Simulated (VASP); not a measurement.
A run of VASP 6.6.1 is set up as follows.

File POSCAR:

```
BaTe
1.0
   -0.0176619341      3.5323868249      3.5323868249
    3.5323868249     -0.0176619341      3.5323868249
    3.5147248908      3.5147248908      0.0000000000
Ba Te
1 1
Direct
    0.0000000000      0.0000000000      0.0000000000
    0.5000000000      0.5000000000      0.5000000000
```

INCAR.step1

```
SYSTEM = BaTe
PREC = Accurate
ENCUT = 520
ISMEAR = 0
SIGMA = 0.01
LREAL = .False.
LASPH = .True.
NELM = 80
NBANDS = 15
GGA = PE
ALGO = Normal
EDIFF = 1E-4
LWAVE = .True.
LCHARG = .False.
```

File INCAR.step2:

```
SYSTEM = BaTe
PREC = Accurate
ENCUT = 520
EDIFF = 1E-7
ISMEAR = 0
SIGMA = 0.01
LREAL = .False.
LASPH = .True.
NELM = 80
ALGO = Normal
ISIF = 2
LWAVE = .False.
LCHARG = .False.
METAGGA = R2SCAN
LMIXTAU = .True.
NBANDS = 15
ISTART = 1
```

Contents of KPOINTS:

```
regular mesh
0
Gamma
  6 6 6
  0 0 0
```

Potentials or basis: VASP PAW PBE potentials, release 64 (Ba_sv, Te).

The run is started by

```bash
$ cat potpaw_PBE.64/Ba_sv/POTCAR potpaw_PBE.64/Te/POTCAR > POTCAR
$ cp INCAR.step1 INCAR
$ mpirun -np 1 vasp_std > vasp.out
$ cp INCAR.step2 INCAR
$ mpirun -np 1 vasp_std > vasp.out
```

Predict the band gap on the k mesh.

1.91 eV, indirect (least direct gap 2.30 eV).

What does it give for the pressure?

0.3 GPa.

Stress tensor (GPa, compression positive):
```
0.30 0.12 0.00
0.12 0.30 0.00
0.00 0.00 0.29
```

Caveat: the cell differs from its parent crystal (shear xy strain -1.0%); the PAW data sets were made with another functional, which shifts forces and pressure a little; spin-orbit coupling is left out, which moves the levels of the heavy elements. A k mesh can miss the band edges.
